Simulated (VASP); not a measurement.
NaF, 2 atoms in the cell. Symmetry: P4/mmm, No. 123, tetragonal system. Conventional cell: a = 2.793 Å, b = 2.793 Å, c = 2.673 Å, α = 90.00°, β = 90.00°, γ = 90.00°. Na (site symmetry 4/mmm) has 8 F at 2.38 Å and 6 Na at 2.67 to 2.79 Å within 3.2 Å. Within 3.2 Å of F (site symmetry 4/mmm) lie 8 Na at 2.38 Å and 6 F at 2.67 to 2.79 Å.  This cell differs from its parent crystal: uniaxial x strain -4.3%.

- Program: VASP 6.6.1
- Task: single point
- Functional: r2SCAN
- Potentials or basis: VASP PAW PBE potentials, release 64 (Na_pv, F)
- Cutoff: 520 eV
- k mesh: 10 × 10 × 10
- Occupations: gaussian, width 0.01 eV
- Spin: no spin polarisation
- Dipole correction: no
- Further INCAR settings: ALGO = Normal; EDIFF = 1e-07; NBANDS = 14

Potentials or basis: VASP PAW PBE potentials, release 64 (Na_pv, F).

The run is started by

```sh
$ cat potpaw_PBE.64/Na_pv/POTCAR potpaw_PBE.64/F/POTCAR > POTCAR
$ cp INCAR.step1 INCAR
$ mpirun -np 1 vasp_std > vasp.out
$ cp INCAR.step2 INCAR
$ mpirun -np 1 vasp_std > vasp.out
```

Hardware: 1 thread of Intel Xeon 8259CL (shared host).

Q: How long does it take, and how much memory?

A: Run time: 2.1 min on 1 thread of Intel Xeon 8259CL (shared host), peak memory 0.16 GiB. Counts: k points 126.
